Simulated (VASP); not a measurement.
Mg, 2 atoms in the cell. It takes space group P6_3/mmc (No. 194, hexagonal). Conventional cell: a = 3.209 Å, b = 3.209 Å, c = 5.210 Å, α = 90.00°, β = 90.00°, γ = 120.00°. Mg (site symmetry -6m2) has 12 Mg at 3.20 to 3.21 Å within 4.2 Å. 

```yaml
Program: VASP 6.6.1
Task: relaxation of cell and atoms
Functional: RPBE
Dispersion: D4
Potentials_or_basis: VASP PAW PBE potentials, release 64 (Mg)
Cutoff: 600 eV
k_mesh: 10 × 10 × 5
Occupations: fermi-dirac, width 0.05 eV
Spin: no spin polarisation
Dipole_correction: no
Further_INCAR_settings: ALGO = Normal; EDIFF = 1e-06; IBRION = 2; EDIFFG = -0.005; NSW = 80; ISIF = 3
```

Potentials or basis: VASP PAW PBE potentials, release 64 (Mg).

Command:

```bash
$ cat potpaw_PBE.64/Mg/POTCAR > POTCAR
$ mpirun -np 1 vasp_std > vasp.out
```

Hardware: 1 thread of AMD EPYC 7R43 64-Core Processor (Zen 3), on a shared host.

Question: Estimate the wall time of this run.

Answer: Wall time 100 s on 1 thread of AMD EPYC 7R43 64-Core Processor (Zen 3), with other jobs on the host, peak memory 0.15 GiB. Counts: scf iterations 74, k points 42, ion steps 22.
